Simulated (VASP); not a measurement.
# Ag (Fm-3m) in VASP: a series of runs

Runs on Ag. Level: PBE. Tasks: single point.

All numbers are computed with VASP 6.6.1; they aren't measurements. Logs are shortened: lines on timing, memory, paths and dates and some standing lists are left out, and cuts for length are marked.

## (1) The cell of the first run

It takes space group Fm-3m (No. 225, cubic). The conventional cell has a = 3.321 Å, b = 3.321 Å, c = 3.321 Å, α = 90.00°, β = 90.00°, γ = 90.00°. Ag (site symmetry m-3m) has 12 Ag at 2.35 Å within 3.1 Å.

## (2) Single point, PBE (volume scaled by 0.513, to set the pressure)

INCAR

```
SYSTEM = Ag
ALGO = Normal
EDIFF = 1E-6
ENCUT = 520
GGA = PE
ISIF = 2
ISMEAR = -1
LASPH = .TRUE.
LCHARG = .TRUE.
LELF = .TRUE.
LREAL = .FALSE.
LVHAR = .TRUE.
LWAVE = .FALSE.
NBANDS = 12
NELM = 100
PREC = Accurate
SIGMA = 0.05
```

KPOINTS

```
k-points
0
G
  20 20 20
  0 0 0
```

POSCAR

```
Ag
1.0
    0.0000000000      1.6602812224      1.6602812224
    1.6602812224      0.0000000000      1.6602812224
    1.6602812224      1.6602812224      0.0000000000
Ag
1
Direct
    0.0000000000      0.0000000000      0.0000000000
```

Potentials or basis: VASP PAW PBE potentials, release 64 (Ag).

Started as:

```bash
cat potpaw_PBE.64/Ag/POTCAR > POTCAR
mpirun -np 1 vasp_std > vasp.out
```

OUTCAR:

```text
SYSTEM = Ag
   EDIFF = 1E-6
   ENCUT = 520
   GGA = PE
   ISIF = 2
   ISMEAR = -1
   LASPH = .TRUE.
   LREAL = .FALSE.
   NELM = 100
   PREC = Accurate

 ion  position               nearest neighbor table
   1  0.000  0.000  0.000-

  LATTYP: Found a face centered cubic cell.
 ALAT       =     3.3205624448

  Lattice vectors:

 A1 = (   0.0000000000,   1.6602812224,   1.6602812224)
 A2 = (   1.6602812224,   0.0000000000,   1.6602812224)
 A3 = (   1.6602812224,   1.6602812224,   0.0000000000)

Analysis of symmetry for initial positions (statically):
=====================================================================
 Subroutine PRICEL returns:
 Original cell was already a primitive cell.

 Routine SETGRP: Setting up the symmetry group for a
 face centered cubic supercell.

 Subroutine GETGRP returns: Found 48 space group operations
 (whereof 48 operations were pure point group operations)
 out of a pool of 48 trial point group operations.

The static configuration has the point symmetry O_h .

Analysis of symmetry for dynamics (positions and initial velocities):
=====================================================================
 Subroutine PRICEL returns:
 Original cell was already a primitive cell.

 Routine SETGRP: Setting up the symmetry group for a
 face centered cubic supercell.

 Subroutine GETGRP returns: Found 48 space group operations
 (whereof 48 operations were pure point group operations)
 out of a pool of 48 trial point group operations.

The dynamic configuration has the point symmetry O_h .

 Subroutine INISYM returns: Found 48 space group operations
 (whereof 48 operations are pure point group operations),
 and found     1 'primitive' translations

----------------------------------------------------------------------------------------

                                     Primitive cell

  volume of cell :       9.1532

  direct lattice vectors                    reciprocal lattice vectors
     0.000000000  1.660281222  1.660281222    -0.301153800  0.301153800  0.301153800
     1.660281222  0.000000000  1.660281222     0.301153800 -0.301153800  0.301153800
     1.660281222  1.660281222  0.000000000     0.301153800  0.301153800 -0.301153800

  length of vectors
     2.347992222  2.347992222  2.347992222     0.521613683  0.521613683  0.521613683

  position of ions in fractional coordinates (direct lattice)
     0.000000000  0.000000000  0.000000000

  ion indices of the primitive-cell ions
   primitive index   ion index
                 1           1

----------------------------------------------------------------------------------------

 KPOINTS: k-points

Automatic generation of k-mesh.
 Grid dimensions read from file:
 generate k-points for:   20   20   20

 Generating k-lattice:

  Cartesian coordinates                     Fractional coordinates (reciprocal lattice)
    -0.015057690  0.015057690  0.015057690     0.050000000  0.000000000  0.000000000
     0.015057690 -0.015057690  0.015057690     0.000000000  0.050000000  0.000000000
     0.015057690  0.015057690 -0.015057690     0.000000000  0.000000000  0.050000000

  Length of vectors
     0.026080684  0.026080684  0.026080684

  Shift w.r.t. Gamma in fractional coordinates (k-lattice)
     0.000000000  0.000000000  0.000000000

 Subroutine IBZKPT returns following result:
 ===========================================

 Found    256 irreducible k-points:

 Following reciprocal coordinates:
            Coordinates               Weight
  0.000000  0.000000  0.000000      1.000000
  0.050000  0.000000  0.000000      8.000000
  0.100000  0.000000  0.000000      8.000000
  0.150000  0.000000  0.000000      8.000000
  0.200000  0.000000  0.000000      8.000000
  0.250000  0.000000  0.000000      8.000000
[... 16 lines left out ...]
 -0.400000  0.050000  0.000000     24.000000
 -0.350000  0.050000  0.000000     24.000000
 [... further k-points ...]
   k-points           NKPTS =    256   k-points in BZ     NKDIM =    256   number of bands    NBANDS=     12
   number of dos      NEDOS =    301   number of ions     NIONS =      1
   total plane-waves  NPLWV =   5832
   dimension x,y,z NGX =    18 NGY =   18 NGZ =   18
   dimension x,y,z NGXF=    36 NGYF=   36 NGZF=   36
   ions per type =               1
   NGX,Y,Z   is equivalent  to a cutoff of  12.74, 12.74, 12.74 a.u.
   NGXF,Y,Z  is equivalent  to a cutoff of  25.49, 25.49, 25.49 a.u.
 SYSTEM =  Ag
   PREC   = accura    normal or accurate (medium, high low for compatibility)
   ISTART =      0    job   : 0-new  1-cont  2-samecut
   ICHARG =      2    charge: 1-file 2-atom 10-const
   ISPIN  =      1    spin polarized calculation?
   LNONCOLLINEAR =      F non collinear calculations
   LSORBIT =      F    spin-orbit coupling
   LASPH  =      T    aspherical Exc in radial PAW
   ENCUT  =  520.0 eV  38.22 Ry    6.18 a.u.   4.37  4.37  4.37*2*pi/ulx,y,z
   NELM   =    100;   NELMIN=  2; NELMDL= -5     # of ELM steps
   EDIFF  = 0.1E-05   stopping-criterion for ELM
   LREAL  =      F    real-space projection
   EDIFFG = 0.1E-04   stopping-criterion for IOM
   NSW    =      0    number of steps for IOM
   IBRION =     -1    ionic relax: 0-MD 1-quasi-New 2-CG
   NFREE  =      0    steps in history (QN), initial steepest desc. (CG)
   ISIF   =      2    stress and relaxation
   ISYM   =      2    0-nonsym 1-usesym 2-fastsym
   POTIM  = 0.5000    time-step for ionic-motion
   TEBEG  =    0.0;   TEEND  =   0.0 temperature during run
   PSTRESS=    0.0 pullay stress
   NELECT =      11.0000    total number of electrons
   NUPDOWN=      -1.0000    fix difference up-down
   EMIN   =  10.00;   EMAX   =-10.00  energy-range for DOS
   EFERMI =   0.00;   METHOD = LEGACY
   ISMEAR =    -1;   SIGMA  =   0.05  broadening in eV -4-tet -1-fermi 0-gaus
   EFERMI_NEDOS =   21; number of points for ismear=-14 and -15
   IALGO  =     38    algorithm
   IMIX   =      4    mixing-type and parameters
     AMIX     =   0.40;   BMIX     =  1.00
     AMIX_MAG =   1.60;   BMIX_MAG =  1.00
  volume/ion in A,a.u.               =       9.15        61.77
  Fermi-wavevector in a.u.,A,eV,Ry     =   1.740527  3.289119 41.217950  3.029434
  Thomas-Fermi vector in A             =   2.813159
   LORBIT       =      0    0 simple, 1 ext, 2 COOP (PROOUT), +10 PAW based schemes
   GGA     = PE    functional components
   LHFCALC =     F    Hartree Fock is set to
   AEXX    =    0.0000 exact exchange contribution
   IVDW    =     0    specifies the selected vdW correction
   LEPSILON=     F    determine dielectric tensor
   LRPA    =     F    only Hartree local field effects (RPA)
 non-spin polarized calculation
  energy-cutoff  :      520.00
  volume of cell :        9.15
 maximum number of plane-waves:       262
 NGX is ok and might be reduce to    18
   NGX =  9   NGY =  9   NGZ =  9

 number of electron      11.0000004 magnetization

 Free energy of the ion-electron system (eV)
  ---------------------------------------------------
  ext. energy  EPLUGINS =         0.00000000
  ---------------------------------------------------
  free energy    TOTEN  =         2.52038518 eV

  energy without entropy =        2.52179658  energy(sigma->0) =        2.52109088

 E-fermi :  21.8299     XC(G=0): -16.3322

 val. band max:       21.8176970030   @ k =  -0.2000   0.3000   0.1000
 cond. band min:      21.9507276574   @ k =  -0.4000   0.1500   0.0500
 fundamental gap:      0.1330306544
 Fermi energy:        21.8298766108

 k-point     1 :       0.0000    0.0000    0.0000
  band No.  band energies     occupation
      1       7.3575      2.00000
      2      12.3368      2.00000
      3      12.3368      2.00000
      4      12.3368      2.00000
      5      15.3377      2.00000
      6      15.3377      2.00000
      7      36.1478      0.00000
      8      43.7657      0.00000
      9      43.7657      0.00000
     10      43.7657      0.00000
     11      50.9643      0.00000
     12      55.1669      0.00000

 k-point     2 :       0.0500    0.0000    0.0000
  band No.  band energies     occupation
      1       7.4955      2.00000
      2      12.2728      2.00000
      3      12.3941      2.00000
      4      12.3941      2.00000
      5      15.3026      2.00000
      6      15.3026      2.00000
      7      36.3731      0.00000
      8      43.0363      0.00000
      9      43.9877      0.00000
     10      43.9877      0.00000
     11      51.8278      0.00000
     12      55.1637      0.00000

 k-point     3 :       0.1000    0.0000    0.0000
  band No.  band energies     occupation
      1       7.8872      2.00000
      2      12.1147      2.00000
      3      12.5484      2.00000
      4      12.5484      2.00000
      5      15.2205      2.00000
      6      15.2205      2.00000
      7      37.0018      0.00000
      8      41.4808      0.00000
      9      44.6393      0.00000
     10      44.6393      0.00000
     11      53.5078      0.00000
     12      55.0787      0.00000
[... 286 lines left out ...]
 k-point    23 :      -0.4000    0.0500    0.0000
  band No.  band energies     occupation
      1       8.6858      2.00000
      2      12.2303      2.00000
      3      12.3689      2.00000
      4      16.2201      2.00000
      5      17.0607      2.00000
      6      18.7577      2.00000
      7      31.3207      0.00000
      8      36.3833      0.00000
      9      44.6975      0.00000
     10      45.9518      0.00000
     11      53.4260      0.00000
     12      54.7231      0.00000

 k-point    24 :      -0.3500    0.0500    0.0000
  band No.  band energies     occupation
      1       8.8747      2.00000
      2      12.3983      2.00000
      3      12.5127      2.00000
      4      15.2823      2.00000
      5      16.4970      2.00000
      6      17.8352      2.00000
      7      32.8908      0.00000
      8      37.2166      0.00000
      9      45.6456      0.00000
     10      47.5325      0.00000
     11      51.6463      0.00000
     12      53.5546      0.00000

 [... further k-points ...]

------------------------ aborting loop because EDIFF is reached ----------------------------------------

  FORCE on cell =-STRESS in cart. coord.  units (eV):
  Direction    XX          YY          ZZ          XY          YZ          ZX
  --------------------------------------------------------------------------------------
  -------------------------------------------------------------------------------------
  Total       22.3086951     22.3086951     22.3086951     -0.0000000      0.0000000     -0.0000000
  in kB     3904.8988248   3904.8988248   3904.8988248     -0.0000000      0.0000000     -0.0000000
  external PRESSURE =    3904.8988248 kB  Pullay stress =       0.0000000 kB

 VOLUME and BASIS-vectors are now :
 -----------------------------------------------------------------------------
  energy-cutoff  :      520.00
  volume of cell :        9.15
      direct lattice vectors                 reciprocal lattice vectors
     0.000000000  1.660281222  1.660281222    -0.301153800  0.301153800  0.301153800
     1.660281222  0.000000000  1.660281222     0.301153800 -0.301153800  0.301153800
     1.660281222  1.660281222  0.000000000     0.301153800  0.301153800 -0.301153800

 POSITION                                       TOTAL-FORCE (eV/Angst)
 -----------------------------------------------------------------------------------
      0.00000      0.00000      0.00000        -0.000000      0.000000     -0.000000
 -----------------------------------------------------------------------------------
    total drift:                                0.000000     -0.000000     -0.000000

  FREE ENERGIE OF THE ION-ELECTRON SYSTEM (eV)
  ---------------------------------------------------
  free  energy   TOTEN  =         2.5203851764 eV

  energy  without entropy=        2.5217965820  energy(sigma->0) =        2.52109088
```

It took 14 s on 1 thread of Intel Xeon Platinum 8488C (Sapphire Rapids), shared host; peak memory 0.14 GiB.

Results:

```
Free energy : 2.5204 eV
Pressure    : 390.5 GPa
```

Levels at points of the mesh, in eV from the Fermi level:
```
           k point  band 3  band 4  band 5  band 6  band 7  band 8  band 9  band 10
(0.00, 0.00, 0.00)   -9.49   -9.49   -6.49   -6.49   14.32   21.94   21.94    21.94
(0.50, 0.00, 0.00)   -9.64   -4.20   -4.20   -3.15    8.14   13.81   22.83    22.83
(0.50, 0.50, 0.00)   -4.25   -3.57   -3.57    0.41   12.77   12.93   12.93    26.30
```

Caveat: the cell differs from its parent crystal (volume scaled by 0.513, to set the pressure).

## (3) Single point, PBE

INCAR

```
ALGO = Normal
EDIFF = 1E-6
ENCUT = 520
GGA = PE
ISIF = 2
ISMEAR = -1
LASPH = True
LCHARG = True
LELF = True
LREAL = False
LVHAR = True
LWAVE = False
NBANDS = 12
NELM = 100
PREC = Accurate
SIGMA = 0.05
```

KPOINTS

```
k-points
0
Gamma
  20 20 20
```

POSCAR

```
Ag
1.0
    0.0000000000      1.6605020844      1.6605020844
    1.6605020844      0.0000000000      1.6605020844
    1.6605020844      1.6605020844      0.0000000000
Ag
1
Direct
    0.0000000000      0.0000000000      0.0000000000
```

Potentials or basis: VASP PAW PBE potentials, release 64 (Ag).

Started as:

```bash
cat potpaw_PBE.64/Ag/POTCAR > POTCAR
mpirun -np 1 vasp_std > vasp.out
```

Wall time 14 s (1 thread of Intel Xeon Platinum 8488C (Sapphire Rapids), shared host); peak memory 0.14 GiB.

Results (log left out):

```
Free energy : 2.5115 eV
Pressure    : 389.8 GPa
```

Levels at points of the mesh, in eV from the Fermi level:
```csv
k point,band 3,band 4,band 5,band 6,band 7,band 8,band 9,band 10
"(0.00, 0.00, 0.00)",-9.49,-9.49,-6.49,-6.49,14.32,21.94,21.94,21.94
"(0.50, 0.00, 0.00)",-9.63,-4.20,-4.20,-3.15,8.13,13.81,22.83,22.83
"(0.50, 0.50, 0.00)",-4.25,-3.57,-3.57,0.41,12.76,12.93,12.93,26.30
```

## (4) Single point, PBE

INCAR

```
SYSTEM = Ag
ALGO = Normal ; EDIFF = 1E-7
ENCUT = 520 ; GGA = PE
ISIF = 2 ; ISMEAR = -1
LASPH = .True. ; LCHARG = .False.
LREAL = .False. ; LWAVE = .False.
NBANDS = 12 ; NELM = 100
PREC = Accurate ; SIGMA = 0.05
```

KPOINTS

```
k-points
0
Gamma
  20 20 20
  0 0 0
```

POSCAR is that of step 3.

Started as:

```bash
cat potpaw_PBE.64/Ag/POTCAR > POTCAR
mpirun -np 1 vasp_std > vasp.out
```

Wall time 14 s (1 thread of Intel Xeon Platinum 8488C (Sapphire Rapids), shared host); peak memory 0.14 GiB.

The run converged. Its results:

```yaml
Free_energy: 2.5115 eV
Pressure: 389.8 GPa
```

Levels at points of the mesh, in eV from the Fermi level:
```
           k point  band 3  band 4  band 5  band 6  band 7  band 8  band 9  band 10
(0.00, 0.00, 0.00)   -9.49   -9.49   -6.49   -6.49   14.32   21.94   21.94    21.94
(0.50, 0.00, 0.00)   -9.63   -4.20   -4.20   -3.15    8.13   13.81   22.83    22.83
(0.50, 0.50, 0.00)   -4.25   -3.57   -3.57    0.41   12.76   12.93   12.93    26.30
```

## (5) Single point, PBE

This run uses another cell than the first one, of 17.84 Å³/atom, 1.949 times its volume.

INCAR

```
PREC     = Accurate       # precision mode
ENCUT    = 520            # plane-wave cutoff, eV
EDIFF    = 1E-7           # SCF threshold, eV
ISMEAR   = -1             # smearing method
SIGMA    = 0.05           # smearing width, eV
LREAL    = F              # projectors in reciprocal space
LASPH    = T              # aspherical terms in the spheres
NELM     = 100            # most SCF steps
ALGO     = Normal         # electronic algorithm
ISIF     = 2              # what is computed and relaxed
LWAVE    = F              # write WAVECAR
LCHARG   = F              # write CHGCAR
GGA      = PE             # functional
NBANDS   = 12             # bands
```

KPOINTS

```
Automatic mesh
0
Gamma
  16 16 16
```

POSCAR

```
Ag
1.0
    0.0000000000      2.0740021443      2.0740021443
    2.0740021443      0.0000000000      2.0740021443
    2.0740021443      2.0740021443      0.0000000000
Ag
1
Direct
    0.0000000000      0.0000000000      0.0000000000
```

Started as:

```bash
cat potpaw_PBE.64/Ag/POTCAR > POTCAR
mpirun -np 1 vasp_std > vasp.out
```

It took 12 s on 1 thread of Intel Xeon Platinum 8488C (Sapphire Rapids), shared host; peak memory 0.16 GiB.

The run converged. Its results:

| Item | Value |
| --- | --- |
| Free energy | -2.7202 eV |
| Pressure | -0.1 GPa |

Levels at points of the mesh, in eV from the Fermi level:
| k point | band 2 | band 3 | band 4 | band 5 | band 6 | band 7 | band 8 | band 9 | band 10 | band 11 |
| --- | --- | --- | --- | --- | --- | --- | --- | --- | --- | --- |
| (0.00, 0.00, 0.00) | -4.60 | -4.60 | -4.60 | -3.65 | -3.65 | 15.96 | 19.27 | 19.27 | 19.27 | 23.97 |
| (0.50, 0.00, 0.00) | -4.62 | -4.62 | -2.92 | -2.92 | -0.23 | 3.40 | 15.19 | 17.45 | 17.45 | 22.26 |
| (0.50, 0.50, 0.00) | -5.99 | -2.95 | -2.72 | -2.72 | 1.69 | 6.44 | 10.48 | 10.48 | 16.69 | 16.71 |
